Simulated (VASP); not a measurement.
# HgTe (F-43m) in VASP: elastic constants with LDA

Aim: the elastic constants of HgTe with LDA.

All numbers are computed with VASP 6.6.1; they aren't measurements. Logs are shortened: lines on timing, memory, paths and dates and some standing lists are left out, and cuts for length are marked.

## (1) The cell of the first run

Symmetry: F-43m, No. 216, cubic system. Conventional cell: a = 6.436 Å, b = 6.436 Å, c = 6.436 Å, α = 90.00°, β = 90.00°, γ = 90.00°. Hg (site symmetry -43m) has 4 Te at 2.79 Å within 3.7 Å. Within 3.7 Å of Te (site symmetry -43m) lie 4 Hg at 2.79 Å.

## (2) Elastic constants, LDA

File INCAR:

```
ALGO = Normal ; EDIFF = 1E-8
ENCUT = 500 ; GGA_COMPAT = F
IBRION = 6 ; ISIF = 3
ISMEAR = -1 ; LASPH = T
LCHARG = T ; LREAL = F
LWAVE = F ; NBANDS = 16
NELM = 120 ; NFREE = 2
NSW = 1 ; POTIM = 0.015
PREC = Accurate ; SIGMA = 0.15
```

File KPOINTS:

```
k-points
0
Gamma
  12 12 12
```

File POSCAR:

```
HgTe
1.0
    0.0000000000      3.2177784303      3.2177784303
    3.2177784303      0.0000000000      3.2177784303
    3.2177784303      3.2177784303      0.0000000000
Hg Te
1 1
Direct
    0.0000000000      0.0000000000      0.0000000000
    0.2500000000      0.2500000000      0.2500000000
```

Potentials or basis: VASP PAW LDA potentials, release 64 (Hg, Te).

On the command line:

```sh
$ cat potpaw_LDA.64/Hg/POTCAR potpaw_LDA.64/Te/POTCAR > POTCAR
$ mpirun -np 1 vasp_std > vasp.out
```

OUTCAR:

```text
EDIFF = 1E-8
   ENCUT = 500
   IBRION = 6
   ISIF = 3
   ISMEAR = -1
   LASPH = T
   LREAL = F
   NELM = 120
   NFREE = 2
   NSW = 1
   POTIM = 0.015
   PREC = Accurate

 ion  position               nearest neighbor table
   1  0.000  0.000  0.000-   2 2.79   2 2.79   2 2.79   2 2.79
   2  0.250  0.250  0.250-   1 2.79   1 2.79   1 2.79   1 2.79

  LATTYP: Found a face centered cubic cell.
 ALAT       =     6.4355568606

  Lattice vectors:

 A1 = (   0.0000000000,   3.2177784303,   3.2177784303)
 A2 = (   3.2177784303,   0.0000000000,   3.2177784303)
 A3 = (   3.2177784303,   3.2177784303,   0.0000000000)

Analysis of symmetry for initial positions (statically):
=====================================================================
 Subroutine PRICEL returns:
 Original cell was already a primitive cell.

 Routine SETGRP: Setting up the symmetry group for a
 face centered cubic supercell.

 Subroutine GETGRP returns: Found 24 space group operations
 (whereof 24 operations were pure point group operations)
 out of a pool of 48 trial point group operations.

The static configuration has the point symmetry T_d .

Analysis of symmetry for dynamics (positions and initial velocities):
=====================================================================
 Subroutine PRICEL returns:
 Original cell was already a primitive cell.

 Routine SETGRP: Setting up the symmetry group for a
 face centered cubic supercell.

 Subroutine GETGRP returns: Found 24 space group operations
 (whereof 24 operations were pure point group operations)
 out of a pool of 48 trial point group operations.

The dynamic configuration has the point symmetry T_d .

 Subroutine INISYM returns: Found 24 space group operations
 (whereof 24 operations are pure point group operations),
 and found     1 'primitive' translations

[... 348 lines left out ...]
      5      -3.8587      2.00000
      6      -3.8584      2.00000
[... 433 lines left out ...]
      3      -4.2275      2.00000
      4      -3.8790      2.00000
      5      -3.8507      2.00000
      6      -3.5413      2.00000
[... 8 lines left out ...]
     15      12.3001      0.00000
     16      12.4781      0.00000

 [... further k-points ...]

------------------------ aborting loop because EDIFF is reached ----------------------------------------

  FORCE on cell =-STRESS in cart. coord.  units (eV):
  Direction    XX          YY          ZZ          XY          YZ          ZX
  --------------------------------------------------------------------------------------
  -------------------------------------------------------------------------------------
  Total        0.1154047      0.1171314      0.1171314      0.0000000      0.0885116      0.0000000
  in kB        2.7748265      2.8163431      2.8163431      0.0000000      2.1281988      0.0000000
  external PRESSURE =       2.8025042 kB  Pullay stress =       0.0000000 kB
[... 17 lines left out ...]
  FREE ENERGIE OF THE ION-ELECTRON SYSTEM (eV)
  ---------------------------------------------------
  free  energy   TOTEN  =        -5.0402836439 eV

  energy  without entropy=       -5.0326712899  energy(sigma->0) =       -5.03647747

 INTERNAL STRAIN TENSORS FROM STRAINED CELLS
 ============================================

 INTERNAL STRAIN TENSOR FOR ION    1 for displacements in x,y,z  (eV/Angst):
          X           Y           Z          XY          YZ          ZX
  --------------------------------------------------------------------------------
  x     0.00000    -0.00000     0.00000    -0.00000     5.91626    -0.00000
  y     0.00000    -0.00000     0.00000    -0.00000     0.00000     5.91633
  z     0.00000    -0.00000     0.00000     5.91622     0.00000    -0.00000

 INTERNAL STRAIN TENSORS FROM DISPLACED ATOMS
 ============================================

 INTERNAL STRAIN TENSOR FOR ION    1 for displacements in x,y,z  (eV/Angst):
          X           Y           Z          XY          YZ          ZX
  --------------------------------------------------------------------------------
  x    -0.00000     0.00000     0.00000     0.00000     5.89633     0.00000
  y     0.00000    -0.00000     0.00000     0.00000     0.00000     5.89633
  z     0.00000     0.00000    -0.00000     5.89633     0.00000     0.00000

 INTERNAL STRAIN TENSOR FOR ION    2 for displacements in x,y,z  (eV/Angst):
          X           Y           Z          XY          YZ          ZX
  --------------------------------------------------------------------------------
  x    -0.00000     0.00000     0.00000     0.00000    -5.90491     0.00000
  y     0.00000    -0.00000     0.00000     0.00000     0.00000    -5.90491
  z     0.00000     0.00000    -0.00000    -5.90491     0.00000     0.00000

 Eigenvectors and eigenvalues of the dynamical matrix
 ----------------------------------------------------

   1 f  =    3.550983 THz    22.311487 2PiTHz  118.448057 cm-1    14.685681 meV
             X         Y         Z           dx          dy          dz
      0.000000  0.000000  0.000000     0.000000    0.623550    0.000000
      1.608889  1.608889  1.608889     0.000000   -0.781784    0.000000
[... 21 lines left out ...]
   6 f/i=    0.000055 THz     0.000345 2PiTHz    0.001830 cm-1     0.000227 meV
             X         Y         Z           dx          dy          dz
      0.000000  0.000000  0.000000     0.000000    0.000000    0.781784
      1.608889  1.608889  1.608889     0.000000    0.000000    0.623550

--------------------------------------------------------------------------------------------------------

 ELASTIC MODULI CONTR FROM IONIC RELAXATION (kBar)
 Direction    XX          YY          ZZ          XY          YZ          ZX
 --------------------------------------------------------------------------------
 XX          -0.0000      0.0000      0.0000     -0.0000      0.0000     -0.0000
 YY           0.0000     -0.0000     -0.0000     -0.0000     -0.0000      0.0000
 ZZ           0.0000     -0.0000     -0.0000      0.0000     -0.0000     -0.0000
 XY          -0.0000     -0.0000      0.0000   -208.0529      0.0000      0.0000
 YZ           0.0000     -0.0000     -0.0000      0.0000   -208.0529      0.0000
 ZX          -0.0000      0.0000     -0.0000      0.0000      0.0000   -208.0529
 --------------------------------------------------------------------------------

 TOTAL ELASTIC MODULI (kBar)
 Direction    XX          YY          ZZ          XY          YZ          ZX
 --------------------------------------------------------------------------------
 XX         591.7371    427.3080    427.3080     -0.0000      0.0000     -0.0000
 YY         427.3080    591.7371    427.3080      0.0000     -0.0000     -0.0000
 ZZ         427.3080    427.3080    591.7371     -0.0000     -0.0000     -0.0000
 XY          -0.0000      0.0000     -0.0000    216.2532      0.0000     -0.0000
 YZ           0.0000     -0.0000     -0.0000      0.0000    216.2532      0.0000
 ZX          -0.0000     -0.0000     -0.0000     -0.0000      0.0000    216.2532
 --------------------------------------------------------------------------------
```

stdout:

```text
POSCAR found type information on POSCAR HgTe
 POSCAR found :  2 types and       2 ions
 scaLAPACK will be used
 LDA part: xc-table for (Slater(with rela. corr.)+CA(PZ))
 , standard interpolation
 POSCAR, INCAR and KPOINTS ok, starting setup
 FFT: planning ... GRIDC
 FFT: planning ... GRID_SOFT
 FFT: planning ... GRID
 WAVECAR not read
 entering main loop
 Found     2 degrees of freedom:
 Adding 6 more for cell shape distortion
 Finite differences POTIM= 0.01500 DOF=   8
 bond charge predicted
 Finite differences progress:
 bond charge predicted
 Finite differences progress:
 bond charge predicted
 Finite differences progress:
 bond charge predicted
 Finite differences progress:
 bond charge predicted
 Finite differences progress:
 bond charge predicted
 Finite differences progress:
 bond charge predicted
 Finite differences progress:
 bond charge predicted
 Finite differences progress:
 bond charge predicted
 Finite differences progress:
 bond charge predicted
 Finite differences progress:
 bond charge predicted
 Finite differences progress:
 bond charge predicted
 Finite differences progress:
 bond charge predicted
 Finite differences progress:
 bond charge predicted
 Finite differences progress:
 bond charge predicted
 Finite differences progress:
 bond charge predicted
 Finite differences progress:
```

Run time: 30 min. Hardware: 1 thread of Intel Xeon 6975P-C (Granite Rapids), shared host; peak memory 0.77 GiB.

Results:

```
Elastic constants C11, C12, C44                         : 59, 43, 22 GPa
Voigt bulk modulus                                      : 48 GPa
Highest phonon frequency at Γ, LO-TO splitting left out : 118 cm⁻¹
```

Phonon frequencies in cm⁻¹ (negative: imaginary):
```
              q point        frequencies
(0.000, 0.000, 0.000)  0 0 0 118 118 118
```

Elastic tensor in Voigt notation (GPa, in the Cartesian axes of the cell as first typed):
```
59 43 43  0  0  0
43 59 43  0  0  0
43 43 59  0  0  0
 0  0  0 22  0  0
 0  0  0  0 22  0
 0  0  0  0  0 22
```

Clamped-ion elastic tensor (GPa):
```
59 43 43  0  0  0
43 59 43  0  0  0
43 43 59  0  0  0
 0  0  0 42  0  0
 0  0  0  0 42  0
 0  0  0  0  0 42
```

Caveat: spin-orbit coupling is left out, which moves the levels of the heavy elements.
